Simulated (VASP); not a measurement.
# Au (I4/mmm) in VASP: further runs

The runs below take Au through single point, with LDA.

All numbers are computed with VASP 6.6.1; they aren't measurements. Logs are shortened: lines on timing, memory, paths and dates and some standing lists are left out, and cuts for length are marked.

### Step 1. The cell of the first run

Symmetry: I4/mmm, No. 139, tetragonal system. Conventional cell: a = 3.143 Å, b = 3.143 Å, c = 3.467 Å, α = 90.00°, β = 90.00°, γ = 90.00°. Within 3.7 Å of Au (site symmetry 4/mmm) lie 14 Au at 2.82 to 3.47 Å.

### Step 2. Single point, LDA

The input, INCAR:

```
PREC     = Accurate       # precision mode
ENCUT    = 520            # plane-wave cutoff, eV
EDIFF    = 1E-7           # SCF threshold, eV
ISMEAR   = 0              # smearing method
SIGMA    = 0.15           # smearing width, eV
LREAL    = False          # projectors in reciprocal space
LASPH    = True           # aspherical terms in the spheres
NELM     = 100            # most SCF steps
ALGO     = Fast           # electronic algorithm
ISIF     = 2              # what is computed and relaxed
LWAVE    = False          # write WAVECAR
LCHARG   = False          # write CHGCAR
GGA      = CA             # functional
NBANDS   = 12             # bands
```

The input, KPOINTS:

```
regular mesh
0
Gamma
  22 22 22
```

The input, POSCAR:

```
Au
1.0
    0.0000000000      2.2221222584      1.7332553616
    2.2221222584      0.0000000000      1.7332553616
    2.2221222584      2.2221222584      0.0000000000
Au
1
Direct
    0.0000000000      0.0000000000      0.0000000000
```

Potentials or basis: VASP PAW LDA potentials, release 64 (Au).

Launch:

```console
$ cat potpaw_LDA.64/Au/POTCAR > POTCAR
$ mpirun -np 1 vasp_std > vasp.out
```

OUTCAR:

```text
PREC = Accurate
   ENCUT = 520
   EDIFF = 1E-7
   ISMEAR = 0
   LREAL = False
   LASPH = True
   NELM = 100
   ISIF = 2
   GGA = CA

 ion  position               nearest neighbor table
   1  0.000  0.000  0.000-

  LATTYP: Found a body centered tetragonal cell.
 ALAT       =     3.1425554351
 C/A-ratio  =     1.1030865787

  Lattice vectors:

 A1 = (   0.0000000000,  -2.2221222584,  -1.7332553616)
 A2 = (   0.0000000000,   2.2221222584,  -1.7332553616)
 A3 = (   2.2221222584,   0.0000000000,   1.7332553616)

Analysis of symmetry for initial positions (statically):
=====================================================================
 Subroutine PRICEL returns:
 Original cell was already a primitive cell.

 Routine SETGRP: Setting up the symmetry group for a
 body centered tetragonal supercell.

 Subroutine GETGRP returns: Found 16 space group operations
 (whereof 16 operations were pure point group operations)
 out of a pool of 16 trial point group operations.

The static configuration has the point symmetry D_4h.

Analysis of symmetry for dynamics (positions and initial velocities):
=====================================================================
 Subroutine PRICEL returns:
 Original cell was already a primitive cell.

 Routine SETGRP: Setting up the symmetry group for a
 body centered tetragonal supercell.

 Subroutine GETGRP returns: Found 16 space group operations
 (whereof 16 operations were pure point group operations)
 out of a pool of 16 trial point group operations.

The dynamic configuration has the point symmetry D_4h.

 Subroutine INISYM returns: Found 16 space group operations
 (whereof 16 operations are pure point group operations),
 and found     1 'primitive' translations

----------------------------------------------------------------------------------------

                                     Primitive cell

  volume of cell :      17.1170

  direct lattice vectors                    reciprocal lattice vectors
     0.000000000  2.222122258  1.733255362    -0.225010122  0.225010122  0.288474515
     2.222122258  0.000000000  1.733255362     0.225010122 -0.225010122  0.288474515
     2.222122258  2.222122258  0.000000000     0.225010122  0.225010122 -0.288474515

  length of vectors
     2.818155688  2.818155688  3.142555435     0.429507457  0.429507457  0.429507457

  position of ions in fractional coordinates (direct lattice)
     0.000000000  0.000000000  0.000000000

  ion indices of the primitive-cell ions
   primitive index   ion index
                 1           1

----------------------------------------------------------------------------------------

 KPOINTS: regular mesh

Automatic generation of k-mesh.
 Grid dimensions read from file:
 generate k-points for:   22   22   22

 Generating k-lattice:

  Cartesian coordinates                     Fractional coordinates (reciprocal lattice)
    -0.010227733  0.010227733  0.013112478     0.045454545  0.000000000  0.000000000
     0.010227733 -0.010227733  0.013112478     0.000000000  0.045454545  0.000000000
     0.010227733  0.010227733 -0.013112478    -0.000000000 -0.000000000  0.045454545

  Length of vectors
     0.019523066  0.019523066  0.019523066

  Shift w.r.t. Gamma in fractional coordinates (k-lattice)
     0.000000000  0.000000000  0.000000000

 Subroutine IBZKPT returns following result:
 ===========================================

 Found    834 irreducible k-points:

 Following reciprocal coordinates:
            Coordinates               Weight
  0.000000  0.000000  0.000000      1.000000
  0.045455  0.000000  0.000000      8.000000
  0.090909  0.000000  0.000000      8.000000
  0.136364  0.000000  0.000000      8.000000
  0.181818  0.000000  0.000000      8.000000
  0.227273  0.000000  0.000000      8.000000
[... 16 lines left out ...]
  0.500000  0.045455  0.000000      8.000000
 -0.454545  0.045455  0.000000      8.000000
 [... further k-points ...]
   k-points           NKPTS =    834   k-points in BZ     NKDIM =    834   number of bands    NBANDS=     12
   number of dos      NEDOS =    301   number of ions     NIONS =      1
   total plane-waves  NPLWV =  13824
   dimension x,y,z NGX =    24 NGY =   24 NGZ =   24
   dimension x,y,z NGXF=    48 NGYF=   48 NGZF=   48
   ions per type =               1
   NGX,Y,Z   is equivalent  to a cutoff of  14.16, 14.16, 12.70 a.u.
   NGXF,Y,Z  is equivalent  to a cutoff of  28.32, 28.32, 25.39 a.u.
 SYSTEM =  unknown system
   PREC   = accura    normal or accurate (medium, high low for compatibility)
   ISTART =      0    job   : 0-new  1-cont  2-samecut
   ICHARG =      2    charge: 1-file 2-atom 10-const
   ISPIN  =      1    spin polarized calculation?
   LNONCOLLINEAR =      F non collinear calculations
   LSORBIT =      F    spin-orbit coupling
   LASPH  =      T    aspherical Exc in radial PAW
   ENCUT  =  520.0 eV  38.22 Ry    6.18 a.u.   5.24  5.24  5.84*2*pi/ulx,y,z
   NELM   =    100;   NELMIN=  2; NELMDL= -5     # of ELM steps
   EDIFF  = 0.1E-06   stopping-criterion for ELM
   LREAL  =      F    real-space projection
   EDIFFG = 0.1E-05   stopping-criterion for IOM
   NSW    =      0    number of steps for IOM
   IBRION =     -1    ionic relax: 0-MD 1-quasi-New 2-CG
   NFREE  =      0    steps in history (QN), initial steepest desc. (CG)
   ISIF   =      2    stress and relaxation
   ISYM   =      2    0-nonsym 1-usesym 2-fastsym
   POTIM  = 0.5000    time-step for ionic-motion
   TEBEG  =    0.0;   TEEND  =   0.0 temperature during run
   PSTRESS=    0.0 pullay stress
   NELECT =      11.0000    total number of electrons
   NUPDOWN=      -1.0000    fix difference up-down
   EMIN   =  10.00;   EMAX   =-10.00  energy-range for DOS
   EFERMI =   0.00;   METHOD = LEGACY
   ISMEAR =     0;   SIGMA  =   0.15  broadening in eV -4-tet -1-fermi 0-gaus
   EFERMI_NEDOS =   21; number of points for ismear=-14 and -15
   IALGO  =     68    algorithm
   IMIX   =      4    mixing-type and parameters
     AMIX     =   0.40;   BMIX     =  1.00
     AMIX_MAG =   1.60;   BMIX_MAG =  1.00
  volume/ion in A,a.u.               =      17.12       115.51
  Fermi-wavevector in a.u.,A,eV,Ry     =   1.412742  2.669696 27.155058  1.995840
  Thomas-Fermi vector in A             =   2.534459
   LORBIT       =      0    0 simple, 1 ext, 2 COOP (PROOUT), +10 PAW based schemes
   GGA     = CA    functional components
   LHFCALC =     F    Hartree Fock is set to
   AEXX    =    0.0000 exact exchange contribution
   IVDW    =     0    specifies the selected vdW correction
   LEPSILON=     F    determine dielectric tensor
   LRPA    =     F    only Hartree local field effects (RPA)
 non-spin polarized calculation
 RMM-DIIS sequential band-by-band and
 Gauss-broadening in eV      SIGMA  =   0.15
  energy-cutoff  :      520.00
  volume of cell :       17.12
 maximum number of plane-waves:       480
 NGX is ok and might be reduce to    24

 number of electron      11.0000000 magnetization

 Free energy of the ion-electron system (eV)
  ---------------------------------------------------
  ext. energy  EPLUGINS =         0.00000000
  ---------------------------------------------------
  free energy    TOTEN  =        -4.42206580 eV

  energy without entropy =       -4.41933236  energy(sigma->0) =       -4.42069908

 E-fermi :   9.2387     XC(G=0): -12.9597

 val. band max:        9.2250932026   @ k =   0.3636   0.3636   0.0000
 cond. band min:       9.2433742347   @ k =   0.4545   0.3182   0.1364
 fundamental gap:      0.0182810321
 Fermi energy:         9.2386673088

 k-point     1 :       0.0000    0.0000    0.0000
  band No.  band energies     occupation
      1      -0.6483      2.00000
      2       4.2010      2.00000
      3       4.2010      2.00000
      4       4.7973      2.00000
      5       5.8692      2.00000
      6       6.5504      2.00000
      7      24.7037      0.00000
      8      26.2426      0.00000
      9      26.2426      0.00000
     10      31.2799      0.00000
     11      33.7176      0.00000
     12      34.6581      0.00000

 k-point     2 :       0.0455    0.0000    0.0000
  band No.  band energies     occupation
      1      -0.5740      2.00000
      2       4.2052      2.00000
      3       4.2199      2.00000
      4       4.8074      2.00000
      5       5.8541      2.00000
      6       6.5348      2.00000
      7      24.7606      0.00000
      8      26.1893      0.00000
      9      26.3369      0.00000
     10      30.6648      0.00000
     11      33.1982      0.00000
     12      34.4264      0.00000

 k-point     3 :       0.0909    0.0000    0.0000
  band No.  band energies     occupation
      1      -0.3550      2.00000
      2       4.2160      2.00000
      3       4.2498      2.00000
      4       4.8652      2.00000
      5       5.8136      2.00000
      6       6.4944      2.00000
      7      24.8762      0.00000
      8      25.9182      0.00000
      9      26.6141      0.00000
     10      29.7849      0.00000
     11      31.7418      0.00000
     12      33.3906      0.00000
[... 286 lines left out ...]
 k-point    23 :       0.5000    0.0455    0.0000
  band No.  band energies     occupation
      1       1.9943      2.00000
      2       3.5778      2.00000
      3       5.6046      2.00000
      4       6.3530      2.00000
      5       7.7319      2.00000
      6       8.7185      2.00000
      7      12.5181      0.00000
      8      22.1367      0.00000
      9      23.6166      0.00000
     10      30.3526      0.00000
     11      32.1192      0.00000
     12      32.2290      0.00000

 k-point    24 :      -0.4545    0.0455    0.0000
  band No.  band energies     occupation
      1       1.9976      2.00000
      2       3.5910      2.00000
      3       5.5499      2.00000
      4       6.4220      2.00000
      5       7.6343      2.00000
      6       8.2953      2.00000
      7      13.0410      0.00000
      8      22.2062      0.00000
      9      23.8361      0.00000
     10      30.1766      0.00000
     11      32.0297      0.00000
     12      32.1399      0.00000

 [... further k-points ...]

------------------------ aborting loop because EDIFF is reached ----------------------------------------

  FORCE on cell =-STRESS in cart. coord.  units (eV):
  Direction    XX          YY          ZZ          XY          YZ          ZX
  --------------------------------------------------------------------------------------
  -------------------------------------------------------------------------------------
  Total       -0.5484059     -0.5484059     -0.4602996      0.0000000      0.0000000      0.0000000
  in kB      -51.3315339    -51.3315339    -43.0846669      0.0000000      0.0000000      0.0000000
  external PRESSURE =     -48.5825782 kB  Pullay stress =       0.0000000 kB

 VOLUME and BASIS-vectors are now :
 -----------------------------------------------------------------------------
  energy-cutoff  :      520.00
  volume of cell :       17.12
      direct lattice vectors                 reciprocal lattice vectors
     0.000000000  2.222122258  1.733255362    -0.225010122  0.225010122  0.288474515
     2.222122258  0.000000000  1.733255362     0.225010122 -0.225010122  0.288474515
     2.222122258  2.222122258  0.000000000     0.225010122  0.225010122 -0.288474515

 POSITION                                       TOTAL-FORCE (eV/Angst)
 -----------------------------------------------------------------------------------
      0.00000      0.00000      0.00000        -0.000000      0.000000      0.000000
 -----------------------------------------------------------------------------------
    total drift:                               -0.000000      0.000000      0.000000

  FREE ENERGIE OF THE ION-ELECTRON SYSTEM (eV)
  ---------------------------------------------------
  free  energy   TOTEN  =        -4.4220657961 eV

  energy  without entropy=       -4.4193323580  energy(sigma->0) =       -4.42069908
```

Wall time 49 s (1 thread of Intel Xeon 6975P-C (Granite Rapids), shared host); peak memory 0.27 GiB.

Results:

```yaml
Free_energy: -4.4221 eV
Pressure: -4.9 GPa
Band_gap_on_the_k_mesh: zero (an odd number of electrons rules out a gap without spin polarisation)
```

Caveat: the cell stands under tension; spin-orbit coupling is left out, which moves the levels of the heavy elements.

### Step 3. Single point, LDA

This run uses another cell than the first one, of the same volume but with other edges.

The input, INCAR:

```
ALGO = Fast
EDIFF = 1E-6
ENCUT = 520
ISIF = 2
ISMEAR = 0
LASPH = T
LCHARG = T
LELF = T
LREAL = F
LVHAR = T
LWAVE = F
NBANDS = 12
NELM = 100
PREC = Accurate
SIGMA = 0.15
```

The input, KPOINTS:

```
k-points
0
Gamma
  22 22 22
```

The input, POSCAR:

```
Au
1.0
    0.0000000000      2.1593672412      1.8354621550
    2.1593672412      0.0000000000      1.8354621550
    2.1593672412      2.1593672412      0.0000000000
Au
1
Direct
    0.0000000000      0.0000000000      0.0000000000
```

Potentials or basis: VASP PAW LDA potentials, release 64 (Au).

Launch:

```console
$ cat potpaw_LDA.64/Au/POTCAR > POTCAR
$ mpirun -np 1 vasp_std > vasp.out
```

OUTCAR:

```text
EDIFF = 1E-6
   ENCUT = 520
   ISIF = 2
   ISMEAR = 0
   LASPH = T
   LREAL = F
   NELM = 100
   PREC = Accurate

 ion  position               nearest neighbor table
   1  0.000  0.000  0.000-

  LATTYP: Found a body centered tetragonal cell.
 ALAT       =     3.0538064386
 C/A-ratio  =     1.2020815280

  Lattice vectors:

 A1 = (   0.0000000000,  -2.1593672412,  -1.8354621550)
 A2 = (   0.0000000000,   2.1593672412,  -1.8354621550)
[... 540 lines left out ...]
     11      32.6638      0.00000
     12      33.0391      0.00000

 [... further k-points ...]

------------------------ aborting loop because EDIFF is reached ----------------------------------------

  FORCE on cell =-STRESS in cart. coord.  units (eV):
  Direction    XX          YY          ZZ          XY          YZ          ZX
  --------------------------------------------------------------------------------------
  -------------------------------------------------------------------------------------
  Total       -0.5590407     -0.5590407     -0.4540288      0.0000000      0.0000000     -0.0000000
  in kB      -52.3269640    -52.3269640    -42.4977125      0.0000000      0.0000000     -0.0000000
  external PRESSURE =     -49.0505468 kB  Pullay stress =       0.0000000 kB

 VOLUME and BASIS-vectors are now :
 -----------------------------------------------------------------------------
  energy-cutoff  :      520.00
  volume of cell :       17.12
      direct lattice vectors                 reciprocal lattice vectors
     0.000000000  2.159367241  1.835462155    -0.231549312  0.231549312  0.272410956
     2.159367241  0.000000000  1.835462155     0.231549312 -0.231549312  0.272410956
     2.159367241  2.159367241  0.000000000     0.231549312  0.231549312 -0.272410956

 POSITION                                       TOTAL-FORCE (eV/Angst)
 -----------------------------------------------------------------------------------
      0.00000      0.00000      0.00000         0.000000     -0.000000     -0.000000
 -----------------------------------------------------------------------------------
    total drift:                               -0.000000      0.000000     -0.000000

  FREE ENERGIE OF THE ION-ELECTRON SYSTEM (eV)
  ---------------------------------------------------
  free  energy   TOTEN  =        -4.4273343765 eV

  energy  without entropy=       -4.4236329689  energy(sigma->0) =       -4.42548367
```

OSZICAR:

```text
N       E                     dE             d eps       ncg     rms          rms(c)
DAV:   1     0.487009772510E+02    0.48701E+02   -0.55929E+03 20744   0.817E+02
DAV:   2    -0.406097842165E+01   -0.52762E+02   -0.49770E+02 23708   0.187E+02
DAV:   3    -0.476231611151E+01   -0.70134E+00   -0.70058E+00 23908   0.209E+01
DAV:   4    -0.476462493240E+01   -0.23088E-02   -0.23087E-02 23192   0.138E+00
DAV:   5    -0.476464144492E+01   -0.16513E-04   -0.16512E-04 24124   0.111E-01    0.934E+00
RMM:   6    -0.445197775286E+01    0.31266E+00   -0.36551E-01 20037   0.493E+00    0.581E+00
RMM:   7    -0.443065757537E+01    0.21320E-01   -0.34151E-02 21308   0.168E+00    0.288E+00
RMM:   8    -0.442736102305E+01    0.32966E-02   -0.37618E-03 22378   0.562E-01    0.363E-01
RMM:   9    -0.442733585493E+01    0.25168E-04   -0.49406E-04 23567   0.185E-01    0.112E-01
RMM:  10    -0.442733657664E+01   -0.72171E-06   -0.74543E-05 23251   0.666E-02    0.778E-02
RMM:  11    -0.442733434781E+01    0.22288E-05   -0.13563E-05 22621   0.258E-02    0.107E-02
RMM:  12    -0.442733437649E+01   -0.28675E-07   -0.17985E-06 18048   0.881E-03
   1 F= -.44273344E+01 E0= -.44254837E+01  d E =-.370141E-02
```

stdout:

```text
POSCAR found type information on POSCAR Au
 POSCAR found :  1 types and       1 ions
 scaLAPACK will be used
 LDA part: xc-table for (Slater(with rela. corr.)+CA(PZ))
 , standard interpolation
 POSCAR, INCAR and KPOINTS ok, starting setup
 FFT: planning ... GRIDC
 FFT: planning ... GRID_SOFT
 FFT: planning ... GRID
 WAVECAR not read
 entering main loop
```

Run time: 46 s. Hardware: 1 thread of Intel Xeon 6975P-C (Granite Rapids), shared host; peak memory 0.27 GiB.

What came out:

- Free energy: -4.4273 eV
- Pressure: -4.9 GPa
- Band gap on the k mesh: zero (an odd number of electrons rules out a gap without spin polarisation)

Stress tensor (GPa, compression positive):
```
-5.23  0.00  0.00
 0.00 -5.23  0.00
 0.00  0.00 -4.25
```

Caveat: the cell stands under tension; spin-orbit coupling is left out, which moves the levels of the heavy elements.

### Step 4. Single point, LDA

This run uses another cell than the first one, of the same volume but with other edges.

The input, INCAR:

```
PREC = Accurate
ENCUT = 520
EDIFF = 1E-7
ISMEAR = 0
SIGMA = 0.15
LREAL = F
LASPH = T
NELM = 100
ALGO = Fast
ISIF = 2
LWAVE = F
LCHARG = F
NBANDS = 12
```

The input, KPOINTS:

```
regular mesh
0
Gamma
  22 22 22
```

The input, POSCAR:

```
Au
1.0
    0.0000000000      1.8224250682      2.5769090465
    1.8224250682      0.0000000000      2.5769090465
    1.8224250682      1.8224250682      0.0000000000
Au
1
Direct
    0.0000000000      0.0000000000      0.0000000000
```

Launch:

```console
$ cat potpaw_LDA.64/Au/POTCAR > POTCAR
$ mpirun -np 1 vasp_std > vasp.out
```

It took 43 s on 1 thread of Intel Xeon 6975P-C (Granite Rapids), shared host; peak memory 0.26 GiB.

The run converged. Its results:

```
Free energy            : -4.1296 eV
Pressure               : 9.1 GPa
Band gap on the k mesh : zero (an odd number of electrons rules out a gap without spin polarisation)
```

Stress tensor (GPa, compression positive):
```
 20.49   0.00   0.00
  0.00  20.49   0.00
  0.00   0.00 -13.57
```

Levels at points of the mesh, in eV from the Fermi level:
```
           k point  band 4  band 5  band 6  band 7  band 8  band 9
(0.00, 0.00, 0.00)   -3.09   -3.09   -1.49   13.74   16.27   20.37
(0.50, 0.00, 0.00)   -2.01   -1.93   -0.50    4.14   10.38   18.67
(0.50, 0.50, 0.00)   -1.73   -1.63   -1.31    1.24   14.61   14.61
(0.50, 0.00, 0.50)   -2.41    0.12    3.53    9.13    9.17    9.38
```

Caveat: the cell stands under pressure; spin-orbit coupling is left out, which moves the levels of the heavy elements.

### Step 5. The runs side by side

| cell | further INCAR settings | gap on the mesh (eV) | pressure (GPa) |
| --- | --- | --- | --- |
| a = 2.818, b = 2.818, c = 3.143 Å, angles 56.1, 56.1, 67.8°, 1 atom | ALGO = Fast; EDIFF = 1e-07; NBANDS = 12 | none | -4.9 |
| a = 2.834, b = 2.834, c = 3.054 Å, angles 57.4, 57.4, 65.2°, 1 atom | ALGO = Fast; EDIFF = 1e-06; NBANDS = 12 | none | -4.9 |
| a = 3.156, b = 3.156, c = 2.577 Å, angles 65.9, 65.9, 48.2°, 1 atom | ALGO = Fast; EDIFF = 1e-07; NBANDS = 12 | none | 9.1 |

Alike in all rows: task single point; level LDA; potentials or basis VASP PAW LDA potentials, release 64 (Au); no spin polarisation; k mesh 22 × 22 × 22; cutoff (eV) 520; smearing gaussian 0.15 eV.

Caveats: spin-orbit coupling is left out, which moves the levels of the heavy elements; the cell stands under tension (at least some runs); the cell stands under pressure (at least some runs).

Absolute energies hang on the potentials; compare differences alone.
